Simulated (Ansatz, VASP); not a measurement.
## Two plane-wave programs on Al

File INCAR:

```
  ALGO = Normal
  EDIFF = 1E-6
  ENCUT = 520
  GGA = PE
  ISIF = 2
  ISMEAR = 0
  LASPH = T
  LCHARG = F
  LREAL = F
  LWAVE = F
  NBANDS = 8
  NELM = 100
  PREC = Accurate
  SIGMA = 0.1
```

File KPOINTS:

```
k-points
0
Gamma
  18 18 18
```

The input POSCAR:

```
Al
1.0
   -1.6112998699      1.6112998699      1.4840023747
    1.7385973651     -1.7385973651      1.7385973651
    1.4840023747      1.6112998699     -1.6112998699
Al
1
Direct
    0.0000000000      0.0000000000      0.0000000000
```

Input for Ansatz:

```yaml
crystal:
  lattice:
    - [-1.6112998699, 1.6112998699, 1.4840023747]
    - [1.7385973651, -1.7385973651, 1.7385973651]
    - [1.4840023747, 1.6112998699, -1.6112998699]
  atoms:
    - { symbol: Al, position: [0.0, 0.0, 0.0] }
basis:
  ecutwfc: 420
kpoints:
  mp_grid: { grid: [18, 18, 18] }
hamiltonian:
  xc: pbe
scf:
  occupations: { method: gaussian, width: 0.1 }
output:
  forces: true
  stress: true
  eigenvalues: true
```

Alike in both runs: task single point; functional PBE; k mesh 18 × 18 × 18; occupations gaussian, width 0.1 eV; no spin polarisation.

|  | VASP | Ansatz |
| --- | --- | --- |
| version | VASP 6.6.1 | Ansatz 0.2.0 |
| potentials or method | VASP PAW PBE potentials, release 64 (Al), cutoff 520 eV | scalar-relativistic, plane waves, PAW |
| valence electrons in the cell | 3 | 3 |

```csv
,VASP,Ansatz,Ansatz less VASP
gap on the k mesh at the Fermi level (eV),none,none,-
pressure (GPa),2.5,2.5,+0.02
"traceless stress, the component that is largest in VASP (GPa)",2.74,2.75,+0.006
```

A gap of «none» marks a metal or a gap that the smearing closes. With one functional, cell and mesh, what is left measures potentials, basis and numerics.
